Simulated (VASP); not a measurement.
Here is a VASP 6.6.1 calculation.

Contents of INCAR:

```
ALGO     = Normal         # electronic algorithm
EDIFF    = 1E-6           # SCF threshold, eV
ENCUT    = 520            # plane-wave cutoff, eV
GGA      = PE             # functional
ISIF     = 2              # what is computed and relaxed
ISMEAR   = 0              # smearing method
LASPH    = True           # aspherical terms in the spheres
LCHARG   = False          # write CHGCAR
LREAL    = False          # projectors in reciprocal space
LWAVE    = False          # write WAVECAR
NBANDS   = 18             # bands
NELM     = 80             # most SCF steps
PREC     = Accurate       # precision mode
SIGMA    = 0.1            # smearing width, eV
```

The input KPOINTS:

```
k-points
0
Gamma
  12 12 6
```

POSCAR

```
TlH5
1.0
    2.9902013559      0.0000000000      0.0000000000
   -1.4951006779      2.5895903366      0.0000000000
    0.0000000000      0.0000000000      7.1801544155
Tl H
1 5
Direct
    0.0000000000      0.0000000000      0.5531859656
    0.5000000000      0.0000000000      0.1085041421
    0.0000000000      0.5000000000      0.1085041421
    0.5000000000      0.5000000000      0.1085041421
    0.0000000000      0.0000000000      0.8089413643
    0.0000000000      0.0000000000      0.1065652638
```

Potentials or basis: VASP PAW PBE potentials, release 64 (Tl_d, H).

Launch:

```sh
$ cat potpaw_PBE.64/Tl_d/POTCAR potpaw_PBE.64/H/POTCAR > POTCAR
$ mpirun -np 1 vasp_std > vasp.out
```

Estimate the pressure.

-0.2 GPa.

Estimate the band gap on the k mesh.

zero (bands 9 and 10 overlap by 4.67 eV).

Caveat: spin-orbit coupling is left out, which moves the levels of the heavy elements.
